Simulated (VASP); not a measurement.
# Cd (P6_3/mmc) in VASP: notebook

The runs below take Cd through single point, with LDA.

All numbers are computed with VASP 6.6.1; they aren't measurements. Logs are shortened: lines on timing, memory, paths and dates and some standing lists are left out, and cuts for length are marked.

**1. The cell of the first run**

Symmetry: P6_3/mmc, No. 194, hexagonal system. The conventional cell has a = 2.882 Å, b = 2.882 Å, c = 5.638 Å, α = 90.00°, β = 90.00°, γ = 120.00°. Cd (site symmetry -6m2) has 12 Cd at 2.88 to 3.27 Å within 3.8 Å.

**2. Single point, LDA**

INCAR

```
SYSTEM = Cd
  PREC = Accurate
  ENCUT = 630
  EDIFF = 1E-6
  ISMEAR = -1
  SIGMA = 1.0
  LREAL = .FALSE.
  LASPH = .TRUE.
  NELM = 120
  ALGO = Normal
  ISIF = 2
  LWAVE = .FALSE.
  LCHARG = .FALSE.
  GGA = CA
  NBANDS = 27
  GGA_COMPAT = .FALSE.
```

KPOINTS

```
Automatic mesh
0
G
  13 13 6
  0 0 0
```

POSCAR

```
Cd
1.0
    2.8818641727      0.0000000000      0.0000000000
   -1.4409320863      2.4957675838      0.0000000000
    0.0000000000      0.0000000000      5.6383707528
Cd
2
Direct
    0.3333333333      0.6666666667      0.2500000000
    0.6666666667      0.3333333333      0.7500000000
```

Potentials or basis: VASP PAW LDA potentials, release 64 (Cd_sv_GW).

Started as:

```
$ cat potpaw_LDA.64/Cd_sv_GW/POTCAR > POTCAR
$ mpirun -np 1 vasp_std > vasp.out
```

OUTCAR:

```text
SYSTEM = Cd
   PREC = Accurate
   ENCUT = 630
   EDIFF = 1E-6
   ISMEAR = -1
   LREAL = .FALSE.
   LASPH = .TRUE.
   NELM = 120
   ISIF = 2
   GGA = CA

 ion  position               nearest neighbor table
   1  0.333  0.667  0.250-
   2  0.667  0.333  0.750-

  LATTYP: Found a hexagonal cell.
 ALAT       =     2.8818641727
 C/A-ratio  =     1.9565012141

  Lattice vectors:

 A1 = (   2.8818641727,   0.0000000000,   0.0000000000)
 A2 = (  -1.4409320863,   2.4957675838,   0.0000000000)
 A3 = (   0.0000000000,   0.0000000000,   5.6383707528)

Analysis of symmetry for initial positions (statically):
=====================================================================
 Subroutine PRICEL returns:
 Original cell was already a primitive cell.

 Routine SETGRP: Setting up the symmetry group for a
 hexagonal supercell.

 Subroutine GETGRP returns: Found 24 space group operations
 (whereof 12 operations were pure point group operations)
 out of a pool of 24 trial point group operations.

The static configuration has the point symmetry D_3d.
 The point group associated with its full space group is D_6h.

Analysis of symmetry for dynamics (positions and initial velocities):
=====================================================================
 Subroutine PRICEL returns:
 Original cell was already a primitive cell.

 Routine SETGRP: Setting up the symmetry group for a
 hexagonal supercell.

 Subroutine GETGRP returns: Found 24 space group operations
 (whereof 12 operations were pure point group operations)
 out of a pool of 24 trial point group operations.

The dynamic configuration has the point symmetry D_3d.
 The point group associated with its full space group is D_6h.

 Subroutine INISYM returns: Found 24 space group operations
 (whereof 12 operations are pure point group operations),
 and found     1 'primitive' translations

----------------------------------------------------------------------------------------

                                     Primitive cell

  volume of cell :      40.5538

  direct lattice vectors                    reciprocal lattice vectors
     2.881864173  0.000000000  0.000000000     0.346997617  0.200339167  0.000000000
    -1.440932086  2.495767584  0.000000000     0.000000000  0.400678335  0.000000000
     0.000000000  0.000000000  5.638370753     0.000000000  0.000000000  0.177356198

  length of vectors
     2.881864173  2.881864173  5.638370753     0.400678335  0.400678335  0.177356198

  position of ions in fractional coordinates (direct lattice)
     0.333333333  0.666666667  0.250000000
     0.666666667  0.333333333  0.750000000

  ion indices of the primitive-cell ions
   primitive index   ion index
                 1           1
                 2           2

----------------------------------------------------------------------------------------

 KPOINTS: Automatic mesh

Automatic generation of k-mesh.
 Grid dimensions read from file:
 generate k-points for:   13   13    6

 Generating k-lattice:

  Cartesian coordinates                     Fractional coordinates (reciprocal lattice)
     0.026692124  0.015410705  0.000000000     0.076923077 -0.000000000  0.000000000
     0.000000000  0.030821410  0.000000000     0.000000000  0.076923077  0.000000000
     0.000000000  0.000000000  0.029559366     0.000000000  0.000000000  0.166666667

  Length of vectors
     0.030821410  0.030821410  0.029559366

  Shift w.r.t. Gamma in fractional coordinates (k-lattice)
     0.000000000  0.000000000  0.000000000

 Subroutine IBZKPT returns following result:
 ===========================================

 Found     84 irreducible k-points:

 Following reciprocal coordinates:
            Coordinates               Weight
  0.000000  0.000000  0.000000      1.000000
  0.076923  0.000000  0.000000      6.000000
  0.153846 -0.000000  0.000000      6.000000
  0.230769 -0.000000  0.000000      6.000000
  0.307692 -0.000000  0.000000      6.000000
  0.384615  0.000000  0.000000      6.000000
[... 16 lines left out ...]
  0.076923  0.000000  0.166667     12.000000
  0.153846 -0.000000  0.166667     12.000000
 [... further k-points ...]
   k-points           NKPTS =     84   k-points in BZ     NKDIM =     84   number of bands    NBANDS=     27
   number of dos      NEDOS =    301   number of ions     NIONS =      2
   total plane-waves  NPLWV =  27648
   dimension x,y,z NGX =    24 NGY =   24 NGZ =   48
   dimension x,y,z NGXF=    48 NGYF=   48 NGZF=   96
   ions per type =               2
   NGX,Y,Z   is equivalent  to a cutoff of  13.84, 13.84, 14.15 a.u.
   NGXF,Y,Z  is equivalent  to a cutoff of  27.69, 27.69, 28.31 a.u.
 SYSTEM =  Cd
   PREC   = accura    normal or accurate (medium, high low for compatibility)
   ISTART =      0    job   : 0-new  1-cont  2-samecut
   ICHARG =      2    charge: 1-file 2-atom 10-const
   ISPIN  =      1    spin polarized calculation?
   LNONCOLLINEAR =      F non collinear calculations
   LSORBIT =      F    spin-orbit coupling
   LASPH  =      T    aspherical Exc in radial PAW
   ENCUT  =  630.0 eV  46.30 Ry    6.80 a.u.   5.90  5.90 11.54*2*pi/ulx,y,z
   NELM   =    120;   NELMIN=  2; NELMDL= -5     # of ELM steps
   EDIFF  = 0.1E-05   stopping-criterion for ELM
   LREAL  =      F    real-space projection
   EDIFFG = 0.1E-04   stopping-criterion for IOM
   NSW    =      0    number of steps for IOM
   IBRION =     -1    ionic relax: 0-MD 1-quasi-New 2-CG
   NFREE  =      0    steps in history (QN), initial steepest desc. (CG)
   ISIF   =      2    stress and relaxation
   ISYM   =      2    0-nonsym 1-usesym 2-fastsym
   POTIM  = 0.5000    time-step for ionic-motion
   TEBEG  =    0.0;   TEEND  =   0.0 temperature during run
   PSTRESS=    0.0 pullay stress
   NELECT =      40.0000    total number of electrons
   NUPDOWN=      -1.0000    fix difference up-down
   EMIN   =  10.00;   EMAX   =-10.00  energy-range for DOS
   EFERMI =   0.00;   METHOD = LEGACY
   ISMEAR =    -1;   SIGMA  =   1.00  broadening in eV -4-tet -1-fermi 0-gaus
   EFERMI_NEDOS =   21; number of points for ismear=-14 and -15
   IALGO  =     38    algorithm
   IMIX   =      4    mixing-type and parameters
     AMIX     =   0.40;   BMIX     =  1.00
     AMIX_MAG =   1.60;   BMIX_MAG =  1.00
  volume/ion in A,a.u.               =      20.28       136.84
  Fermi-wavevector in a.u.,A,eV,Ry     =   1.629613  3.079521 36.132143  2.655638
  Thomas-Fermi vector in A             =   2.722050
   LORBIT       =      0    0 simple, 1 ext, 2 COOP (PROOUT), +10 PAW based schemes
   GGA     = CA    functional components
   LHFCALC =     F    Hartree Fock is set to
   AEXX    =    0.0000 exact exchange contribution
   IVDW    =     0    specifies the selected vdW correction
   LEPSILON=     F    determine dielectric tensor
   LRPA    =     F    only Hartree local field effects (RPA)
 non-spin polarized calculation
  energy-cutoff  :      630.00
  volume of cell :       40.55
 maximum number of plane-waves:      1474
 NGX is ok and might be reduce to    24
   NGX = 11   NGY = 11   NGZ = 23

 number of electron      40.0000020 magnetization

 Free energy of the ion-electron system (eV)
  ---------------------------------------------------
  ext. energy  EPLUGINS =         0.00000000
  ---------------------------------------------------
  free energy    TOTEN  =        -4.06102895 eV

  energy without entropy =       -1.92423357  energy(sigma->0) =       -2.99263126

 E-fermi :   6.7510     XC(G=0): -12.0159

 val. band max:        6.6200347430   @ k =   0.1538   0.0769   0.1667
 cond. band min:       6.7682744047   @ k =   0.3077  -0.0000   0.0000
 fundamental gap:      0.1482396617
 Fermi energy:         6.7509711080

 k-point     1 :       0.0000    0.0000    0.0000
  band No.  band energies     occupation
      1     -95.7150      2.00000
      2     -95.7138      2.00000
      3     -57.0810      2.00000
      4     -57.0589      2.00000
      5     -57.0485      2.00000
      6     -57.0485      2.00000
[... 19 lines left out ...]
     26      22.7515      0.00000
     27      22.7521      0.00000

 k-point     2 :       0.0769    0.0000    0.0000
  band No.  band energies     occupation
      1     -95.7146      2.00000
      2     -95.7134      2.00000
      3     -57.0801      2.00000
      4     -57.0587      2.00000
      5     -57.0530      2.00000
      6     -57.0510      2.00000
[... 19 lines left out ...]
     26      21.5901      0.00000
     27      22.8822      0.00000

 k-point     3 :       0.1538   -0.0000    0.0000
  band No.  band energies     occupation
      1     -95.7134      2.00000
      2     -95.7123      2.00000
      3     -57.0779      2.00000
      4     -57.0660      2.00000
      5     -57.0639      2.00000
      6     -57.0581      2.00000
[... 19 lines left out ...]
     26      21.3589      0.00000
     27      21.6677      0.00000

 k-point     4 :       0.2308   -0.0000    0.0000
  band No.  band energies     occupation
      1     -95.7117      2.00000
      2     -95.7107      2.00000
      3     -57.0843      2.00000
      4     -57.0822      2.00000
      5     -57.0746      2.00000
      6     -57.0579      2.00000
[... 19 lines left out ...]
     26      19.5241      0.00001
     27      20.9875      0.00000
[... 516 lines left out ...]
      4     -57.0604      2.00000
      5     -57.0482      2.00000
      6     -57.0482      2.00000
[... 19 lines left out ...]
     26      22.8433      0.00000
     27      22.8719      0.00000

 k-point    23 :       0.0769    0.0000    0.1667
  band No.  band energies     occupation
      1     -95.7145      2.00000
      2     -95.7134      2.00000
      3     -57.0788      2.00000
      4     -57.0602      2.00000
      5     -57.0529      2.00000
      6     -57.0511      2.00000
[... 19 lines left out ...]
     26      22.5200      0.00000
     27      22.8876      0.00000

 k-point    24 :       0.1538   -0.0000    0.1667
  band No.  band energies     occupation
      1     -95.7133      2.00000
      2     -95.7123      2.00000
      3     -57.0767      2.00000
      4     -57.0657      2.00000
      5     -57.0643      2.00000
      6     -57.0592      2.00000
[... 19 lines left out ...]
     26      21.2785      0.00000
     27      22.5756      0.00000

 [... further k-points ...]

------------------------ aborting loop because EDIFF is reached ----------------------------------------

  FORCE on cell =-STRESS in cart. coord.  units (eV):
  Direction    XX          YY          ZZ          XY          YZ          ZX
  --------------------------------------------------------------------------------------
  -------------------------------------------------------------------------------------
  Total        1.4808284      1.4808284      0.3054681      0.0000000      0.0000000      0.0000000
  in kB       58.5037962     58.5037962     12.0682727      0.0000000      0.0000000      0.0000000
  external PRESSURE =      43.0252884 kB  Pullay stress =       0.0000000 kB

 VOLUME and BASIS-vectors are now :
 -----------------------------------------------------------------------------
  energy-cutoff  :      630.00
  volume of cell :       40.55
      direct lattice vectors                 reciprocal lattice vectors
     2.881864173  0.000000000  0.000000000     0.346997617  0.200339167  0.000000000
    -1.440932086  2.495767584  0.000000000     0.000000000  0.400678335  0.000000000
     0.000000000  0.000000000  5.638370753     0.000000000  0.000000000  0.177356198

 POSITION                                       TOTAL-FORCE (eV/Angst)
 -----------------------------------------------------------------------------------
     -0.00000      1.66385      1.40959         0.000000      0.000000      0.000000
      1.44093      0.83192      4.22878        -0.000000     -0.000000     -0.000000
 -----------------------------------------------------------------------------------
    total drift:                               -0.000000      0.000000     -0.000000

  FREE ENERGIE OF THE ION-ELECTRON SYSTEM (eV)
  ---------------------------------------------------
  free  energy   TOTEN  =        -4.0610289487 eV

  energy  without entropy=       -1.9242335698  energy(sigma->0) =       -2.99263126
```

It took 74 s on 1 thread of Intel Xeon Platinum 8488C (Sapphire Rapids), shared host; peak memory 0.23 GiB.

Results:

| Item | Value |
| --- | --- |
| Free energy | -4.0610 eV |
| Pressure | 4.3 GPa |
| Band gap on the k mesh | zero (bands 20 and 21 overlap by 4.67 eV) |

Levels at points of the mesh, in eV from the Fermi level:
```tsv
k point	band 17	band 18	band 19	band 20	band 21	band 22	band 23	band 24
(0.00, 0.00, 0.00)	-8.59	-8.34	-8.34	-3.33	-3.30	9.79	14.33	14.79
(0.00, 0.00, 0.50)	-8.45	-8.45	-7.65	-7.65	3.38	3.38	14.60	14.60
```

Caveat: the cell stands under pressure; so wide a smearing shifts energies and pressures.

**3. Single point, LDA**

INCAR

```
SYSTEM = Cd
PREC = Accurate
ENCUT = 630
EDIFF = 1E-6
ISMEAR = 0
SIGMA = 0.2
LREAL = .FALSE.
LASPH = .TRUE.
NELM = 120
ALGO = Normal
ISIF = 2
LWAVE = .FALSE.
LCHARG = .FALSE.
NBANDS = 27
GGA_COMPAT = .FALSE.
```

KPOINTS

```
regular mesh
0
G
  13 13 6
  0 0 0
```

POSCAR is that of step 2.

Potentials or basis: VASP PAW LDA potentials, release 64 (Cd_sv_GW).

Started as:

```
$ cat potpaw_LDA.64/Cd_sv_GW/POTCAR > POTCAR
$ mpirun -np 1 vasp_std > vasp.out
```

Run time: 53 s. Hardware: 1 thread of Intel Xeon Platinum 8488C (Sapphire Rapids), shared host; peak memory 0.23 GiB.

Results (log left out):

| Item | Value |
| --- | --- |
| Free energy | -3.0693 eV |
| Pressure | 0.0 GPa |
| Band gap on the k mesh | zero (bands 20 and 21 overlap by 4.68 eV) |

Stress tensor (GPa, compression positive):
```
 1.10  0.00  0.00
 0.00  1.10  0.00
 0.00  0.00 -2.17
```

Levels at points of the mesh, in eV from the Fermi level:
```
           k point  band 18  band 19  band 20  band 21  band 22  band 23
(0.00, 0.00, 0.00)    -8.35    -8.35    -3.33    -3.29     9.80    14.35
(0.00, 0.00, 0.50)    -8.46    -7.65    -7.65     3.39     3.39    14.62
```

**4. Single point, LDA**

INCAR

```
SYSTEM = Cd
PREC     = Accurate       ! precision mode
ENCUT    = 630            ! plane-wave cutoff, eV
EDIFF    = 1E-6           ! SCF threshold, eV
ISMEAR   = 0              ! smearing method
SIGMA    = 0.6            ! smearing width, eV
LREAL    = .False.        ! projectors in reciprocal space
LASPH    = .True.         ! aspherical terms in the spheres
NELM     = 120            ! most SCF steps
ALGO     = Normal         ! electronic algorithm
ISIF     = 2              ! what is computed and relaxed
LWAVE    = .False.        ! write WAVECAR
LCHARG   = .False.        ! write CHGCAR
GGA      = CA             ! functional
NBANDS   = 27             ! bands
GGA_COMPAT= .False.
```

KPOINTS

```
Automatic mesh
0
Gamma
  13 13 6
  0 0 0
```

POSCAR is that of step 3.

Started as:

```
$ cat potpaw_LDA.64/Cd_sv_GW/POTCAR > POTCAR
$ mpirun -np 1 vasp_std > vasp.out
```

Wall time 71 s (1 thread of Intel Xeon Platinum 8259CL at 2.50GHz (Skylake/Cascade Lake), shared host); peak memory 0.23 GiB.

It converged, with:

```
Free energy            : -3.1052 eV
Pressure               : 0.2 GPa
Band gap on the k mesh : zero (bands 20 and 21 overlap by 4.68 eV)
```

Stress tensor (GPa, compression positive):
```
 0.98  0.00  0.00
 0.00  0.98  0.00
 0.00  0.00 -1.36
```

Levels at points of the mesh, in eV from the Fermi level:
| k point | band 17 | band 18 | band 19 | band 20 | band 21 | band 22 | band 23 | band 24 |
| --- | --- | --- | --- | --- | --- | --- | --- | --- |
| (0.00, 0.00, 0.00) | -8.67 | -8.43 | -8.43 | -3.41 | -3.37 | 9.72 | 14.27 | 14.72 |
| (0.00, 0.00, 0.50) | -8.54 | -8.54 | -7.73 | -7.73 | 3.31 | 3.31 | 14.54 | 14.54 |

Caveat: so wide a smearing shifts energies and pressures.

**5. The runs side by side**

| smearing | gap on the mesh (eV) | pressure (GPa) |
| --- | --- | --- |
| fermi-dirac 1 eV | none | 4.3 |
| gaussian 0.2 eV | none | 0.0 |
| gaussian 0.6 eV | none | 0.2 |

Alike in all rows: task single point; level LDA; potentials or basis VASP PAW LDA potentials, release 64 (Cd_sv_GW); no spin polarisation; cell as given; k mesh 13 × 13 × 6; cutoff (eV) 630.

Caveats: so wide a smearing shifts energies and pressures (at least some runs); the cell stands under pressure (at least some runs).

Total energies depend on the potentials used, so only differences within one code and one set of settings carry meaning.

The gap in the log of VASP goes by the Fermi energy; the results here count the filled bands.